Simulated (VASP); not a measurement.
# W (P6_3/mmc) in VASP: notebook

The runs below take W through single point, with PBE.

Program: VASP 6.6.1. These are calculated values, not measurements. Logs are shortened: lines on timing, memory, paths and dates and some standing lists are left out, and cuts for length are marked.

## Step 1: The cell of the first run

It takes space group P6_3/mmc (No. 194, hexagonal). The conventional cell has a = 2.767 Å, b = 2.767 Å, c = 4.934 Å, α = 90.00°, β = 90.00°, γ = 120.00°. Within 3.6 Å of W (site symmetry -6m2) lie 12 W at 2.77 to 2.94 Å.

This isn't the form of W at room conditions, which is bcc.

## Step 2: Single point, PBE

Input file INCAR:

```
SYSTEM = W
  PREC = Accurate
  ENCUT = 520
  EDIFF = 1E-7
  ISMEAR = -1
  SIGMA = 0.05
  LREAL = .FALSE.
  LASPH = .TRUE.
  NELM = 100
  ALGO = Normal
  ISIF = 2
  LWAVE = .FALSE.
  LCHARG = .FALSE.
  GGA = PE
  NBANDS = 21
```

Input file KPOINTS:

```
Automatic mesh
0
G
  19 19 10
  0 0 0
```

Input file POSCAR:

```
W
1.0
    2.7671216625      0.0000000000      0.0000000000
   -1.3835608313      2.3963976551      0.0000000000
    0.0000000000      0.0000000000      4.9338532670
W
2
Direct
    0.3333333333      0.6666666667      0.2500000000
    0.6666666667      0.3333333333      0.7500000000
```

Potentials or basis: VASP PAW PBE potentials, release 64 (W_sv).

Command:

```bash
$ cat potpaw_PBE.64/W_sv/POTCAR > POTCAR
$ mpirun -np 1 vasp_std > vasp.out
```

OUTCAR:

```text
SYSTEM = W
   PREC = Accurate
   ENCUT = 520
   EDIFF = 1E-7
   ISMEAR = -1
   LREAL = .FALSE.
   LASPH = .TRUE.
   NELM = 100
   ISIF = 2
   GGA = PE

 ion  position               nearest neighbor table
   1  0.333  0.667  0.250-   2 2.94   2 2.94   2 2.94   2 2.94   2 2.94   2 2.94
   2  0.667  0.333  0.750-   1 2.94   1 2.94   1 2.94   1 2.94   1 2.94   1 2.94

  LATTYP: Found a hexagonal cell.
 ALAT       =     2.7671216625
 C/A-ratio  =     1.7830272278

  Lattice vectors:

 A1 = (   2.7671216625,   0.0000000000,   0.0000000000)
 A2 = (  -1.3835608313,   2.3963976551,   0.0000000000)
 A3 = (   0.0000000000,   0.0000000000,   4.9338532670)

Analysis of symmetry for initial positions (statically):
=====================================================================
 Subroutine PRICEL returns:
 Original cell was already a primitive cell.

 Routine SETGRP: Setting up the symmetry group for a
 hexagonal supercell.

 Subroutine GETGRP returns: Found 24 space group operations
 (whereof 12 operations were pure point group operations)
 out of a pool of 24 trial point group operations.

The static configuration has the point symmetry D_3d.
 The point group associated with its full space group is D_6h.

Analysis of symmetry for dynamics (positions and initial velocities):
=====================================================================
 Subroutine PRICEL returns:
 Original cell was already a primitive cell.

 Routine SETGRP: Setting up the symmetry group for a
 hexagonal supercell.

 Subroutine GETGRP returns: Found 24 space group operations
 (whereof 12 operations were pure point group operations)
 out of a pool of 24 trial point group operations.

The dynamic configuration has the point symmetry D_3d.
 The point group associated with its full space group is D_6h.

 Subroutine INISYM returns: Found 24 space group operations
 (whereof 12 operations are pure point group operations),
 and found     1 'primitive' translations

----------------------------------------------------------------------------------------

                                     Primitive cell

  volume of cell :      32.7170

  direct lattice vectors                    reciprocal lattice vectors
     2.767121663  0.000000000  0.000000000     0.361386351  0.208646507  0.000000000
    -1.383560831  2.396397655  0.000000000     0.000000000  0.417293014  0.000000000
[... 75 lines left out ...]
 SYSTEM =  W
   PREC   = accura    normal or accurate (medium, high low for compatibility)
   ISTART =      0    job   : 0-new  1-cont  2-samecut
   ICHARG =      2    charge: 1-file 2-atom 10-const
   ISPIN  =      1    spin polarized calculation?
   LNONCOLLINEAR =      F non collinear calculations
   LSORBIT =      F    spin-orbit coupling
   LASPH  =      T    aspherical Exc in radial PAW
   ENCUT  =  520.0 eV  38.22 Ry    6.18 a.u.   5.15  5.15  9.17*2*pi/ulx,y,z
   NELM   =    100;   NELMIN=  2; NELMDL= -5     # of ELM steps
   EDIFF  = 0.1E-06   stopping-criterion for ELM
   LREAL  =      F    real-space projection
   EDIFFG = 0.1E-05   stopping-criterion for IOM
   NSW    =      0    number of steps for IOM
   IBRION =     -1    ionic relax: 0-MD 1-quasi-New 2-CG
   NFREE  =      0    steps in history (QN), initial steepest desc. (CG)
   ISIF   =      2    stress and relaxation
   ISYM   =      2    0-nonsym 1-usesym 2-fastsym
   POTIM  = 0.5000    time-step for ionic-motion
   TEBEG  =    0.0;   TEEND  =   0.0 temperature during run
   PSTRESS=    0.0 pullay stress
   NELECT =      28.0000    total number of electrons
   NUPDOWN=      -1.0000    fix difference up-down
   EMIN   =  10.00;   EMAX   =-10.00  energy-range for DOS
   EFERMI =   0.00;   METHOD = LEGACY
   ISMEAR =    -1;   SIGMA  =   0.05  broadening in eV -4-tet -1-fermi 0-gaus
   EFERMI_NEDOS =   21; number of points for ismear=-14 and -15
   IALGO  =     38    algorithm
   IMIX   =      4    mixing-type and parameters
     AMIX     =   0.40;   BMIX     =  1.00
     AMIX_MAG =   1.60;   BMIX_MAG =  1.00
  volume/ion in A,a.u.               =      16.36       110.39
  Fermi-wavevector in a.u.,A,eV,Ry     =   1.554306  2.937212 32.869847  2.415866
  Thomas-Fermi vector in A             =   2.658411
   LORBIT       =      0    0 simple, 1 ext, 2 COOP (PROOUT), +10 PAW based schemes
   GGA     = PE    functional components
   LHFCALC =     F    Hartree Fock is set to
   AEXX    =    0.0000 exact exchange contribution
   IVDW    =     0    specifies the selected vdW correction
   LEPSILON=     F    determine dielectric tensor
   LRPA    =     F    only Hartree local field effects (RPA)
 non-spin polarized calculation
  energy-cutoff  :      520.00
  volume of cell :       32.72
 maximum number of plane-waves:       898
 NGX is ok and might be reduce to    24
   NGX = 11   NGY = 11   NGZ = 19

 number of electron      28.0000001 magnetization

 Free energy of the ion-electron system (eV)
  ---------------------------------------------------
  ext. energy  EPLUGINS =         0.00000000
  ---------------------------------------------------
  free energy    TOTEN  =       -24.91330732 eV

  energy without entropy =      -24.89632370  energy(sigma->0) =      -24.90481551

 E-fermi :  10.6230     XC(G=0): -13.4450

 val. band max:       10.6215785081   @ k =   0.3684   0.1053   0.1000
 cond. band min:      10.6283329387   @ k =   0.3684   0.1053   0.2000
 fundamental gap:      0.0067544306
 Fermi energy:        10.6229653186

 k-point     1 :       0.0000    0.0000    0.0000
  band No.  band energies     occupation
      1     -63.1351      2.00000
      2     -63.0629      2.00000
      3     -27.8642      2.00000
      4     -26.9413      2.00000
      5     -26.7447      2.00000
      6     -26.7447      2.00000
[... 565 lines left out ...]
     20      19.0637      0.00000
     21      21.2268      0.00000

 [... further k-points ...]
[... 5 lines left out ...]
  --------------------------------------------------------------------------------------
  -------------------------------------------------------------------------------------
  Total        0.7516410      0.7516410      0.5904462     -0.0000000      0.0000000     -0.0000000
  in kB       36.8084628     36.8084628     28.9146256     -0.0000000      0.0000000     -0.0000000
  external PRESSURE =      34.1771838 kB  Pullay stress =       0.0000000 kB

 VOLUME and BASIS-vectors are now :
 -----------------------------------------------------------------------------
  energy-cutoff  :      520.00
  volume of cell :       32.72
      direct lattice vectors                 reciprocal lattice vectors
     2.767121663  0.000000000  0.000000000     0.361386351  0.208646507  0.000000000
    -1.383560831  2.396397655  0.000000000     0.000000000  0.417293014  0.000000000
     0.000000000  0.000000000  4.933853267     0.000000000  0.000000000  0.202681342

 POSITION                                       TOTAL-FORCE (eV/Angst)
 -----------------------------------------------------------------------------------
     -0.00000      1.59760      1.23346        -0.000000      0.000000      0.000000
      1.38356      0.79880      3.70039         0.000000     -0.000000      0.000000
 -----------------------------------------------------------------------------------
    total drift:                                0.000000     -0.000000      0.000000

  FREE ENERGIE OF THE ION-ELECTRON SYSTEM (eV)
  ---------------------------------------------------
  free  energy   TOTEN  =       -24.9133073166 eV

  energy  without entropy=      -24.8963236976  energy(sigma->0) =      -24.90481551
```

OSZICAR:

```text
N       E                     dE             d eps       ncg     rms          rms(c)
DAV:   1     0.292527957189E+03    0.29253E+03   -0.17244E+04 10144   0.157E+03
DAV:   2    -0.166664943816E+02   -0.30919E+03   -0.30204E+03 10918   0.465E+02
DAV:   3    -0.260269834180E+02   -0.93605E+01   -0.91528E+01 11459   0.815E+01
DAV:   4    -0.261205667423E+02   -0.93583E-01   -0.93447E-01 10785   0.861E+00
DAV:   5    -0.261215473476E+02   -0.98061E-03   -0.98060E-03 11353   0.903E-01    0.274E+01
DAV:   6    -0.251671419861E+02    0.95441E+00   -0.11811E+00 10898   0.104E+01    0.109E+01
DAV:   7    -0.249220843770E+02    0.24506E+00   -0.61926E-01 11310   0.694E+00    0.714E-01
DAV:   8    -0.249133812336E+02    0.87031E-02   -0.12189E-02 10300   0.109E+00    0.107E-01
DAV:   9    -0.249133092674E+02    0.71966E-04   -0.35408E-04 13071   0.162E-01    0.634E-02
DAV:  10    -0.249133091002E+02    0.16715E-06   -0.23267E-05 10623   0.447E-02    0.655E-03
DAV:  11    -0.249133084320E+02    0.66822E-06   -0.41694E-06 10948   0.185E-02    0.694E-03
DAV:  12    -0.249133072880E+02    0.11440E-05   -0.17523E-07  8077   0.416E-03    0.911E-04
DAV:  13    -0.249133073166E+02   -0.28593E-07   -0.11742E-08  5345   0.116E-03
   1 F= -.24913307E+02 E0= -.24904816E+02  d E =-.169836E-01
```

It took 78 s on 1 thread of AMD EPYC 9R45 (Zen 5), shared host; peak memory 0.23 GiB.

Results:

| Item | Value |
| --- | --- |
| Free energy | -24.9133 eV |
| Pressure | 3.4 GPa |
| Band gap on the k mesh | zero (bands 14 and 15 overlap by 1.76 eV) |

Caveat: the cell stands under pressure; spin-orbit coupling is left out, which moves the levels of the heavy elements.

[end of part 1 of 2]
